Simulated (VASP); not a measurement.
# MnS (Fm-3m) in VASP: a series of runs, part 2 of 2

VASP 6.6.1.

### Step 3. Single point, PBE, collinear spin, ferromagnetic start

Input file INCAR:

```
PREC = Accurate
ENCUT = 520
EDIFF = 1E-6
ISMEAR = -1
SIGMA = 0.03
LREAL = F
LASPH = T
NELM = 150
ALGO = Normal
ISIF = 2
LWAVE = F
LCHARG = F
ISPIN = 2
MAGMOM = 4 0
LORBIT = 11
LMAXMIX = 4
GGA = PE
NBANDS = 20
```

Input file KPOINTS:

```
regular mesh
0
Gamma
  14 14 14
```

Input file POSCAR:

```
MnS
1.0
    0.0000000000      2.6122500000      2.6122500000
    2.6122500000      0.0000000000      2.6122500000
    2.6122500000      2.6122500000      0.0000000000
Mn S
1 1
Direct
    0.0000000000      0.0000000000      0.0000000000
    0.5000000000      0.5000000000      0.5000000000
```

Potentials or basis: VASP PAW PBE potentials, release 64 (Mn_pv, S).

Run with:

```bash
> cat potpaw_PBE.64/Mn_pv/POTCAR potpaw_PBE.64/S/POTCAR > POTCAR
> mpirun -np 1 vasp_std > vasp.out
```

OUTCAR:

```text
PREC = Accurate
   ENCUT = 520
   EDIFF = 1E-6
   ISMEAR = -1
   LREAL = F
   LASPH = T
   NELM = 150
   ISIF = 2
   ISPIN = 2
   LORBIT = 11
   GGA = PE

 ion  position               nearest neighbor table
   1  0.000  0.000  0.000-   2 2.61   2 2.61   2 2.61   2 2.61   2 2.61   2 2.61
   2  0.500  0.500  0.500-   1 2.61   1 2.61   1 2.61   1 2.61   1 2.61   1 2.61

  LATTYP: Found a face centered cubic cell.
 ALAT       =     5.2245000000

  Lattice vectors:

 A1 = (   0.0000000000,   2.6122500000,   2.6122500000)
 A2 = (   2.6122500000,   0.0000000000,   2.6122500000)
 A3 = (   2.6122500000,   2.6122500000,   0.0000000000)

Analysis of symmetry for initial positions (statically):
=====================================================================
 Subroutine PRICEL returns:
 Original cell was already a primitive cell.

 Routine SETGRP: Setting up the symmetry group for a
 face centered cubic supercell.

 Subroutine GETGRP returns: Found 48 space group operations
 (whereof 48 operations were pure point group operations)
 out of a pool of 48 trial point group operations.

The static configuration has the point symmetry O_h .

Analysis of symmetry for dynamics (positions and initial velocities):
=====================================================================
 Subroutine PRICEL returns:
 Original cell was already a primitive cell.

 Routine SETGRP: Setting up the symmetry group for a
 face centered cubic supercell.

 Subroutine GETGRP returns: Found 48 space group operations
 (whereof 48 operations were pure point group operations)
 out of a pool of 48 trial point group operations.

The dynamic configuration has the point symmetry O_h .

Analysis of structural, dynamic, and magnetic symmetry:
=====================================================================
 Subroutine PRICEL returns:
 Original cell was already a primitive cell.

 Routine SETGRP: Setting up the symmetry group for a
 face centered cubic supercell.

 Subroutine GETGRP returns: Found 48 space group operations
 (whereof 48 operations were pure point group operations)
 out of a pool of 48 trial point group operations.

The overall configuration has the point symmetry O_h .

 Subroutine INISYM returns: Found 48 space group operations
 (whereof 48 operations are pure point group operations),
 and found     1 'primitive' translations

----------------------------------------------------------------------------------------

                                     Primitive cell

  volume of cell :      35.6512

  direct lattice vectors                    reciprocal lattice vectors
     0.000000000  2.612250000  2.612250000    -0.191405876  0.191405876  0.191405876
     2.612250000  0.000000000  2.612250000     0.191405876 -0.191405876  0.191405876
     2.612250000  2.612250000  0.000000000     0.191405876  0.191405876 -0.191405876

  length of vectors
     3.694279378  3.694279378  3.694279378     0.331524702  0.331524702  0.331524702

  position of ions in fractional coordinates (direct lattice)
     0.000000000  0.000000000  0.000000000
     0.500000000  0.500000000  0.500000000

  ion indices of the primitive-cell ions
   primitive index   ion index
                 1           1
                 2           2

[... 65 lines left out ...]
   ISPIN  =      2    spin polarized calculation?
   LNONCOLLINEAR =      F non collinear calculations
   LSORBIT =      F    spin-orbit coupling
   LASPH  =      T    aspherical Exc in radial PAW
   ENCUT  =  520.0 eV  38.22 Ry    6.18 a.u.   6.87  6.87  6.87*2*pi/ulx,y,z
   NELM   =    150;   NELMIN=  2; NELMDL= -5     # of ELM steps
   EDIFF  = 0.1E-05   stopping-criterion for ELM
   LREAL  =      F    real-space projection
   EDIFFG = 0.1E-04   stopping-criterion for IOM
   NSW    =      0    number of steps for IOM
   IBRION =     -1    ionic relax: 0-MD 1-quasi-New 2-CG
   NFREE  =      0    steps in history (QN), initial steepest desc. (CG)
   ISIF   =      2    stress and relaxation
   ISYM   =      2    0-nonsym 1-usesym 2-fastsym
   POTIM  = 0.5000    time-step for ionic-motion
   TEBEG  =    0.0;   TEEND  =   0.0 temperature during run
   PSTRESS=    0.0 pullay stress
   NELECT =      19.0000    total number of electrons
   NUPDOWN=      -1.0000    fix difference up-down
   EMIN   =  10.00;   EMAX   =-10.00  energy-range for DOS
   EFERMI =   0.00;   METHOD = LEGACY
   ISMEAR =    -1;   SIGMA  =   0.03  broadening in eV -4-tet -1-fermi 0-gaus
   EFERMI_NEDOS =   21; number of points for ismear=-14 and -15
   IALGO  =     38    algorithm
   IMIX   =      4    mixing-type and parameters
     AMIX     =   0.40;   BMIX     =  1.00
     AMIX_MAG =   1.60;   BMIX_MAG =  1.00
  volume/ion in A,a.u.               =      17.83       120.29
  Fermi-wavevector in a.u.,A,eV,Ry     =   1.327297  2.508227 23.969603  1.761716
  Thomas-Fermi vector in A             =   2.456619
   LORBIT       =     11    0 simple, 1 ext, 2 COOP (PROOUT), +10 PAW based schemes
   GGA     = PE    functional components
   LHFCALC =     F    Hartree Fock is set to
   AEXX    =    0.0000 exact exchange contribution
   IVDW    =     0    specifies the selected vdW correction
   LEPSILON=     F    determine dielectric tensor
   LRPA    =     F    only Hartree local field effects (RPA)
 spin polarized calculation
  energy-cutoff  :      520.00
  volume of cell :       35.65
 maximum number of plane-waves:       982
   NGX = 13   NGY = 13   NGZ = 13

 number of electron      18.9999987 magnetization       4.7218265

 Free energy of the ion-electron system (eV)
  ---------------------------------------------------
  ext. energy  EPLUGINS =         0.00000000
  ---------------------------------------------------
  free energy    TOTEN  =       -14.05840869 eV

  energy without entropy =      -14.05517117  energy(sigma->0) =      -14.05678993

 E-fermi :   6.5688     XC(G=0): -10.5979

 val. band max:        6.5687133179   @ k =  -0.4286   0.1429   0.0000
 cond. band min:       6.5762549846   @ k =  -0.2143   0.2143   0.0714
 fundamental gap:      0.0075416667
 Fermi energy:         6.5688085884

 spin component 1

 k-point     1 :       0.0000    0.0000    0.0000
  band No.  band energies     occupation
      1     -44.1656      1.00000
      2     -44.1656      1.00000
      3     -44.1656      1.00000
      4      -7.9769      1.00000
      5       3.1635      1.00000
      6       3.1635      1.00000
[... 541 lines left out ...]
     19      19.5194      0.00000
     20      22.5647      0.00000

 [... further k-points ...]

 spin component 2

 k-point     1 :       0.0000    0.0000    0.0000
  band No.  band energies     occupation
      1     -39.6240      1.00000
      2     -39.6240      1.00000
      3     -39.6240      1.00000
      4      -7.6856      1.00000
      5       4.8935      1.00000
      6       4.8935      1.00000
[... 541 lines left out ...]
     19      20.6058      0.00000
     20      23.1342      0.00000

 [... further k-points ...]

------------------------ aborting loop because EDIFF is reached ----------------------------------------

  FORCE on cell =-STRESS in cart. coord.  units (eV):
  Direction    XX          YY          ZZ          XY          YZ          ZX
  --------------------------------------------------------------------------------------
  -------------------------------------------------------------------------------------
  Total       -0.7761115     -0.7761115     -0.7761115      0.0000000      0.0000000     -0.0000000
  in kB      -34.8787163    -34.8787163    -34.8787163      0.0000000      0.0000000     -0.0000000
  external PRESSURE =     -34.8787163 kB  Pullay stress =       0.0000000 kB

 VOLUME and BASIS-vectors are now :
 -----------------------------------------------------------------------------
  energy-cutoff  :      520.00
  volume of cell :       35.65
      direct lattice vectors                 reciprocal lattice vectors
     0.000000000  2.612250000  2.612250000    -0.191405876  0.191405876  0.191405876
     2.612250000  0.000000000  2.612250000     0.191405876 -0.191405876  0.191405876
     2.612250000  2.612250000  0.000000000     0.191405876  0.191405876 -0.191405876

 POSITION                                       TOTAL-FORCE (eV/Angst)
 -----------------------------------------------------------------------------------
      0.00000      0.00000      0.00000        -0.000000      0.000000      0.000000
      2.61225      2.61225      2.61225         0.000000      0.000000     -0.000000
 -----------------------------------------------------------------------------------
    total drift:                               -0.000000      0.000000      0.000000

  FREE ENERGIE OF THE ION-ELECTRON SYSTEM (eV)
  ---------------------------------------------------
  free  energy   TOTEN  =       -14.0584086862 eV

  energy  without entropy=      -14.0551711661  energy(sigma->0) =      -14.05678993

 total charge

# of ion       s       p       d       tot
------------------------------------------
    1        0.213   6.159   4.925  11.298
    2        1.327   2.398   0.000   3.725
--------------------------------------------------
tot          1.540   8.558   4.925  15.023

 magnetization (x)

# of ion       s       p       d       tot
------------------------------------------
    1        0.051   0.038   4.177   4.266
    2        0.026   0.080   0.000   0.106
--------------------------------------------------
tot          0.077   0.118   4.177   4.372
```

stdout:

```text
POSCAR found type information on POSCAR MnS
 POSCAR found :  2 types and       2 ions
 scaLAPACK will be used
 LDA part: xc-table for (Slater+PW92), standard interpolation
 POSCAR, INCAR and KPOINTS ok, starting setup
 FFT: planning ... GRIDC
 FFT: planning ... GRID_SOFT
 FFT: planning ... GRID
 WAVECAR not read
 entering main loop
```

Wall time 64 s (1 thread of AMD EPYC 9R45 (Zen 5), shared host); peak memory 0.22 GiB.

Results:

```yaml
Free_energy: -14.0584 eV
Pressure: -3.5 GPa
Net_moment: 4.72 μB per cell
Site_moments: Mn +4.27; S +0.11 μB
Valence_electrons_inside_the_program's_atomic_spheres: Mn 11.30; S 3.73
```

Levels at points of the mesh, in eV from the Fermi level:
Spin up:
| k point | band 8 | band 9 | band 10 | band 11 | band 12 | band 13 | band 14 | band 15 | band 16 | band 17 |
| --- | --- | --- | --- | --- | --- | --- | --- | --- | --- | --- |
| (0.00, 0.00, 0.00) | -3.31 | -3.31 | -1.89 | -1.89 | -1.89 | 1.62 | 8.55 | 8.55 | 8.55 | 10.59 |
| (0.50, 0.00, 0.00) | -2.90 | -2.90 | -2.53 | 0.33 | 0.33 | 2.79 | 5.35 | 5.35 | 8.35 | 12.15 |
| (0.50, 0.50, 0.00) | -3.47 | -3.07 | -2.77 | -2.77 | -2.30 | 0.80 | 5.43 | 10.04 | 11.81 | 11.81 |
Spin down:
```csv
k point,band 4,band 5,band 6,band 7,band 8,band 9,band 10,band 11
"(0.00, 0.00, 0.00)",-14.25,-1.68,-1.68,-1.68,0.30,0.30,0.30,0.34
"(0.50, 0.00, 0.00)",-13.01,-6.33,-3.34,-3.34,1.25,1.25,1.43,3.12
"(0.50, 0.50, 0.00)",-12.85,-5.53,-3.17,-3.17,-0.79,0.76,1.49,1.49
```

Caveat: the cell stands under tension; a cell with one magnetic atom can't hold antiferromagnetic order, which such compounds often take; semilocal functionals often make such compounds metallic where correlation or magnetic order opens a gap, which also shifts bond lengths. With open d or f shells a metallic result of PBE can be an artefact of self-interaction; +U or a hybrid may open a gap.
